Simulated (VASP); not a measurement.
# AgCl (Fm-3m) in VASP: single point with PBEsol

Aim: the single point of AgCl with PBEsol.

Everything below comes from runs of VASP 6.6.1. Logs are shortened: lines on timing, memory, paths and dates and some standing lists are left out, and cuts for length are marked.

## 1. The cell of the first run

It takes space group Fm-3m (No. 225, cubic). The conventional cell has a = 5.470 Å, b = 5.470 Å, c = 5.470 Å, α = 90.00°, β = 90.00°, γ = 90.00°. Ag (site symmetry m-3m) has 6 Cl at 2.73 Å within 3.6 Å. Within 3.6 Å of Cl (site symmetry m-3m) lie 6 Ag at 2.73 Å.

## 2. Single point, PBEsol

The input, INCAR:

```
SYSTEM = AgCl
  ALGO = Normal
  EDIFF = 1E-6
  ENCUT = 500
  GGA = PS
  GGA_COMPAT = .FALSE.
  ISIF = 2
  ISMEAR = 0
  LASPH = .TRUE.
  LCHARG = .FALSE.
  LREAL = .FALSE.
  LWAVE = .FALSE.
  NBANDS = 16
  NELM = 120
  PREC = Accurate
  SIGMA = 0.01
```

The input, KPOINTS:

```
k-points
0
G
  4 4 4
  0 0 0
```

The input, POSCAR:

```
AgCl
1.0
    0.0000000000      2.7350000000      2.7350000000
    2.7350000000      0.0000000000      2.7350000000
    2.7350000000      2.7350000000      0.0000000000
Ag Cl
1 1
Direct
    0.0000000000      0.0000000000      0.0000000000
    0.5000000000      0.5000000000      0.5000000000
```

Potentials or basis: VASP PAW PBE potentials, release 64 (Ag, Cl).

On the command line:

```bash
> cat potpaw_PBE.64/Ag/POTCAR potpaw_PBE.64/Cl/POTCAR > POTCAR
> mpirun -np 1 vasp_std > vasp.out
```

OUTCAR:

```text
SYSTEM = AgCl
   EDIFF = 1E-6
   ENCUT = 500
   GGA = PS
   ISIF = 2
   ISMEAR = 0
   LASPH = .TRUE.
   LREAL = .FALSE.
   NELM = 120
   PREC = Accurate

 ion  position               nearest neighbor table
   1  0.000  0.000  0.000-   2 2.73   2 2.73   2 2.73   2 2.73   2 2.73   2 2.73
   2  0.500  0.500  0.500-   1 2.73   1 2.73   1 2.73   1 2.73   1 2.73   1 2.73

  LATTYP: Found a face centered cubic cell.
 ALAT       =     5.4700000000

  Lattice vectors:

 A1 = (   0.0000000000,   2.7350000000,   2.7350000000)
 A2 = (   2.7350000000,   0.0000000000,   2.7350000000)
 A3 = (   2.7350000000,   2.7350000000,   0.0000000000)

Analysis of symmetry for initial positions (statically):
=====================================================================
 Subroutine PRICEL returns:
 Original cell was already a primitive cell.

 Routine SETGRP: Setting up the symmetry group for a
 face centered cubic supercell.

 Subroutine GETGRP returns: Found 48 space group operations
 (whereof 48 operations were pure point group operations)
 out of a pool of 48 trial point group operations.

The static configuration has the point symmetry O_h .

Analysis of symmetry for dynamics (positions and initial velocities):
=====================================================================
 Subroutine PRICEL returns:
 Original cell was already a primitive cell.

 Routine SETGRP: Setting up the symmetry group for a
 face centered cubic supercell.

 Subroutine GETGRP returns: Found 48 space group operations
 (whereof 48 operations were pure point group operations)
 out of a pool of 48 trial point group operations.

The dynamic configuration has the point symmetry O_h .

 Subroutine INISYM returns: Found 48 space group operations
 (whereof 48 operations are pure point group operations),
 and found     1 'primitive' translations

----------------------------------------------------------------------------------------

                                     Primitive cell

  volume of cell :      40.9168

  direct lattice vectors                    reciprocal lattice vectors
     0.000000000  2.735000000  2.735000000    -0.182815356  0.182815356  0.182815356
     2.735000000  0.000000000  2.735000000     0.182815356 -0.182815356  0.182815356
     2.735000000  2.735000000  0.000000000     0.182815356  0.182815356 -0.182815356

  length of vectors
     3.867874093  3.867874093  3.867874093     0.316645486  0.316645486  0.316645486

  position of ions in fractional coordinates (direct lattice)
[... 62 lines left out ...]
   EDIFF  = 0.1E-05   stopping-criterion for ELM
   LREAL  =      F    real-space projection
   EDIFFG = 0.1E-04   stopping-criterion for IOM
   NSW    =      0    number of steps for IOM
   IBRION =     -1    ionic relax: 0-MD 1-quasi-New 2-CG
   NFREE  =      0    steps in history (QN), initial steepest desc. (CG)
   ISIF   =      2    stress and relaxation
   ISYM   =      2    0-nonsym 1-usesym 2-fastsym
   POTIM  = 0.5000    time-step for ionic-motion
   TEBEG  =    0.0;   TEEND  =   0.0 temperature during run
   PSTRESS=    0.0 pullay stress
   NELECT =      18.0000    total number of electrons
   NUPDOWN=      -1.0000    fix difference up-down
   EMIN   =  10.00;   EMAX   =-10.00  energy-range for DOS
   EFERMI =   0.00;   METHOD = LEGACY
   ISMEAR =     0;   SIGMA  =   0.01  broadening in eV -4-tet -1-fermi 0-gaus
   EFERMI_NEDOS =   21; number of points for ismear=-14 and -15
   IALGO  =     38    algorithm
   IMIX   =      4    mixing-type and parameters
     AMIX     =   0.40;   BMIX     =  1.00
     AMIX_MAG =   1.60;   BMIX_MAG =  1.00
  volume/ion in A,a.u.               =      20.46       138.06
  Fermi-wavevector in a.u.,A,eV,Ry     =   1.245083  2.352866 21.092186  1.550232
  Thomas-Fermi vector in A             =   2.379321
   LORBIT       =      0    0 simple, 1 ext, 2 COOP (PROOUT), +10 PAW based schemes
   GGA     = PS    functional components
   LHFCALC =     F    Hartree Fock is set to
   AEXX    =    0.0000 exact exchange contribution
   IVDW    =     0    specifies the selected vdW correction
   LEPSILON=     F    determine dielectric tensor
   LRPA    =     F    only Hartree local field effects (RPA)
 non-spin polarized calculation
 Gauss-broadening in eV      SIGMA  =   0.01
  energy-cutoff  :      500.00
  volume of cell :       40.92
 maximum number of plane-waves:      1056
   NGX = 15   NGY = 15   NGZ = 15

 number of electron      18.0000000 magnetization

 Free energy of the ion-electron system (eV)
  ---------------------------------------------------
  ext. energy  EPLUGINS =         0.00000000
  ---------------------------------------------------
  free energy    TOTEN  =        -6.04345727 eV

  energy without entropy =       -6.04345727  energy(sigma->0) =       -6.04345727

 E-fermi :   4.3486     XC(G=0): -10.4308

 val. band max:        4.2623005058   @ k =   0.5000   0.0000   0.0000
 cond. band min:       4.9795304504   @ k =   0.0000   0.0000   0.0000
 fundamental gap:      0.7172299446
 Fermi energy:         4.3486282413

 k-point     1 :       0.0000    0.0000    0.0000
  band No.  band energies     occupation
      1     -11.1632      2.00000
      2       1.6023      2.00000
      3       1.6023      2.00000
      4       1.6023      2.00000
      5       1.6456      2.00000
      6       1.6456      2.00000
[... 129 lines left out ...]
      3      -0.0813      2.00000
      4      -0.0813      2.00000
      5       2.1073      2.00000
      6       2.1073      2.00000
[... 8 lines left out ...]
     15      17.7961      0.00000
     16      19.3915      0.00000

------------------------ aborting loop because EDIFF is reached ----------------------------------------

  FORCE on cell =-STRESS in cart. coord.  units (eV):
  Direction    XX          YY          ZZ          XY          YZ          ZX
  --------------------------------------------------------------------------------------
  -------------------------------------------------------------------------------------
  Total       -0.1431288     -0.1431288     -0.1431288      0.0000000      0.0000000      0.0000000
  in kB       -5.6044832     -5.6044832     -5.6044832      0.0000000      0.0000000      0.0000000
  external PRESSURE =      -5.6044832 kB  Pullay stress =       0.0000000 kB

 VOLUME and BASIS-vectors are now :
 -----------------------------------------------------------------------------
  energy-cutoff  :      500.00
  volume of cell :       40.92
      direct lattice vectors                 reciprocal lattice vectors
     0.000000000  2.735000000  2.735000000    -0.182815356  0.182815356  0.182815356
     2.735000000  0.000000000  2.735000000     0.182815356 -0.182815356  0.182815356
     2.735000000  2.735000000  0.000000000     0.182815356  0.182815356 -0.182815356

 POSITION                                       TOTAL-FORCE (eV/Angst)
 -----------------------------------------------------------------------------------
      0.00000      0.00000      0.00000        -0.000000     -0.000000      0.000000
      2.73500      2.73500      2.73500         0.000000      0.000000     -0.000000
 -----------------------------------------------------------------------------------
    total drift:                                0.000000      0.000000      0.000000

  FREE ENERGIE OF THE ION-ELECTRON SYSTEM (eV)
  ---------------------------------------------------
  free  energy   TOTEN  =        -6.0434572663 eV

  energy  without entropy=       -6.0434572663  energy(sigma->0) =       -6.04345727
```

OSZICAR:

```text
N       E                     dE             d eps       ncg     rms          rms(c)
DAV:   1     0.100685710993E+03    0.10069E+03   -0.83373E+03   256   0.984E+02
DAV:   2    -0.240955996691E+01   -0.10310E+03   -0.94504E+02   320   0.219E+02
DAV:   3    -0.617766508764E+01   -0.37681E+01   -0.37612E+01   312   0.451E+01
DAV:   4    -0.620602434594E+01   -0.28359E-01   -0.28358E-01   304   0.421E+00
DAV:   5    -0.620638983980E+01   -0.36549E-03   -0.36549E-03   320   0.462E-01    0.709E+00
DAV:   6    -0.604807792186E+01    0.15831E+00   -0.28686E-01   304   0.696E+00    0.465E+00
DAV:   7    -0.604483760381E+01    0.32403E-02   -0.67493E-02   304   0.169E+00    0.202E+00
DAV:   8    -0.604346514935E+01    0.13725E-02   -0.37876E-03   296   0.628E-01    0.336E-01
DAV:   9    -0.604342998045E+01    0.35169E-04   -0.41490E-04   336   0.254E-01    0.435E-02
DAV:  10    -0.604345239086E+01   -0.22410E-04   -0.33351E-05   296   0.538E-02    0.159E-02
DAV:  11    -0.604345728690E+01   -0.48960E-05   -0.40436E-06   296   0.160E-02    0.286E-03
DAV:  12    -0.604345726625E+01    0.20645E-07   -0.23722E-07   240   0.375E-03
   1 F= -.60434573E+01 E0= -.60434573E+01  d E =-.303775E-35
```

stdout:

```text
POSCAR found type information on POSCAR AgCl
 POSCAR found :  2 types and       2 ions
 scaLAPACK will be used
 -----------------------------------------------------------------------------
|                                                                             |
|                                                                             |
|     You enforced a specific xc type in the INCAR file but a different       |
|     I HOPE YOU KNOW WHAT YOU ARE DOING!                                     |
|                                                                             |
 -----------------------------------------------------------------------------

 LDA part: xc-table for (Slater+PW92), standard interpolation
 POSCAR, INCAR and KPOINTS ok, starting setup
 FFT: planning ... GRIDC
 FFT: planning ... GRID_SOFT
 FFT: planning ... GRID
 WAVECAR not read
 entering main loop
```

It took 7.9 s on 1 thread of AMD EPYC 7R43 (Zen 3), shared host; peak memory 0.12 GiB.

What came out:

- Free energy: -6.0435 eV
- Pressure: -0.6 GPa
- Band gap on the k mesh: 0.72 eV (least direct gap 3.22 eV)

Levels at points of the mesh, in eV from the valence-band top:
```csv
k point,band 7,band 8,band 9,band 10,band 11,band 12
"(0.00, 0.00, 0.00)",-2.50,-2.50,-2.50,0.72,10.73,10.73
"(0.50, 0.00, 0.00)",-1.90,0.00,0.00,3.91,6.67,7.44
"(0.50, 0.50, 0.00)",-2.11,-2.11,-2.00,2.16,7.79,8.59
```

Caveat: the k points lie up to 0.50 Å⁻¹ apart; semilocal functionals underestimate gaps, and a narrow one can read as zero; the PAW data sets were made with another functional, which shifts forces and pressure a little. Expect the measured gap to be larger: semilocal functionals such as PBEsol lack the derivative discontinuity.
